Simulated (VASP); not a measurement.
Wanted: the native input for a VASP 6.6.1 run.

```
Task                                : relaxation of the atoms
Functional                          : PBE
Potentials or basis                 : VASP PAW PBE potentials, release 64 (Ta_pv, S)
Cutoff                              : 520 eV
k mesh                              : 8 × 8 × 1
Occupations                         : gaussian, width 0.1 eV
Spin                                : no spin polarisation
Dipole correction                   : yes
Atoms held fixed (from 0)           : [0, 1, 2, 3]
Further INCAR settings              : ALGO = Normal; EDIFF = 1e-06; IBRION = 2; EDIFFG = -0.025; NSW = 36
Atoms held along some axes (from 0) : atom 4 along a and b
```

The structure of Ta4S lies in POSCAR:

```
Ta4S
1.0
    3.3189671341      0.0000000000      0.0000000000
    0.0000000000      3.3189671341      0.0000000000
    0.0000000000      0.0000000000     20.2996559613
Ta S
4 1
Selective dynamics
Direct
    0.5000000000      0.5000000000      0.1970476745  F F F
    0.0000000000      0.0000000000      0.2787970189  F F F
    0.5000000000      0.5000000000      0.3599139055  F F F
    0.0000000000      0.0000000000      0.4334879359  F F F
    0.3750000000      0.3750000000      0.5132922440  F F T
```

One way to write it, as run:

INCAR

```
SYSTEM = Ta4S
PREC = Accurate
ENCUT = 520
EDIFF = 1E-6
ISMEAR = 0
SIGMA = 0.1
LREAL = .FALSE.
LASPH = .TRUE.
NELM = 100
ALGO = Normal
ISIF = 2
LWAVE = .FALSE.
LCHARG = .FALSE.
LDIPOL = .TRUE.
IDIPOL = 3
DIPOL = 0.5 0.5 0.357
GGA = PE
IBRION = 2
NSW = 36
EDIFFG = -0.025
```

KPOINTS

```
Automatic mesh
0
G
  8 8 1
  0 0 0
```

Potentials or basis: VASP PAW PBE potentials, release 64 (Ta_pv, S).

Command:

```bash
$ cat potpaw_PBE.64/Ta_pv/POTCAR potpaw_PBE.64/S/POTCAR > POTCAR
$ mpirun -np 1 vasp_std > vasp.out
```

Results of the run:

```yaml
Energy_gained_by_relaxing: 40.1 meV/atom
Ionic_steps: 4
Band_gap_on_the_k_mesh: zero (bands 25 and 26 overlap by 0.47 eV)
```

Caveat: spin-orbit coupling is left out, which moves the levels of the heavy elements.

Run time: 11 min on 1 thread of Intel(R) Xeon(R) Platinum 8488C (Sapphire Rapids) (shared host), peak memory 0.42 GiB.
